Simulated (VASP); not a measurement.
**SnSe: single point with PBEsol**

The system is SnSe.

```
Sn Se
1.0
    -0.03170    3.14626    3.14217
     2.89325    0.07047    3.04000
     2.92260    3.07343    0.04112
Sn Se
1 1
Direct
  0.00929 0.95169 0.07301
  0.50357 0.52456 0.49108
```

```json
{"Program": "VASP 6.6.1", "Task": "single point", "Functional": "PBEsol", "Potentials or basis": "VASP PAW PBE potentials, release 64 (Sn_d, Se)", "Cutoff": "500 eV", "k mesh": "4 × 4 × 4", "Occupations": "gaussian, width 0.01 eV", "Spin": "no spin polarisation", "Dipole correction": "no", "Further INCAR settings": "ALGO = Normal; EDIFF = 1e-06; NBANDS = 17"}
```

The pressure is -2.0 GPa. The largest force is 0.148 eV/Å. The band gap on the k mesh is 0.41 eV, indirect (least direct gap 0.51 eV).

Forces on the atoms (eV/Å):
```
Sn  -0.024 -0.111  0.096
Se   0.024  0.111 -0.096
```

Stress tensor (GPa, compression positive):
```
 0.73  0.09  0.35
 0.09 -3.01 -1.14
 0.35 -1.14 -3.75
```

Levels at points of the mesh, in eV from the valence-band top:
| k point | band 8 | band 9 | band 10 | band 11 | band 12 | band 13 |
| --- | --- | --- | --- | --- | --- | --- |
| (0.00, 0.00, 0.00) | -2.68 | -2.53 | -1.99 | 3.31 | 3.85 | 4.05 |
| (0.50, 0.00, 0.00) | -2.31 | -2.21 | 0.00 | 0.51 | 1.61 | 1.64 |
| (0.00, 0.50, 0.00) | -2.66 | -2.19 | -0.83 | 0.50 | 1.08 | 1.33 |
| (0.50, 0.50, 0.00) | -5.12 | -3.97 | -3.47 | 2.45 | 4.62 | 5.53 |
| (0.00, 0.00, 0.50) | -2.61 | -2.13 | -0.82 | 0.68 | 1.10 | 1.41 |
| (0.50, 0.00, 0.50) | -4.91 | -4.00 | -3.47 | 2.61 | 4.57 | 5.59 |
| (0.00, 0.50, 0.50) | -5.67 | -4.23 | -3.35 | 2.05 | 5.16 | 5.62 |
| (0.50, 0.50, 0.50) | -2.36 | -2.28 | -0.14 | 0.41 | 1.43 | 1.60 |

Run time: 16 s on 1 thread of Intel(R) Xeon(R) Platinum 8375C CPU @ 2.90GHz (Ice Lake) (shared host), peak memory 0.19 GiB.

Caveat: the k points lie up to 0.46 Å⁻¹ apart; the PAW data sets were made with another functional, which shifts forces and pressure a little; spin-orbit coupling is left out, which moves the levels of the heavy elements. A k mesh can miss the band edges.
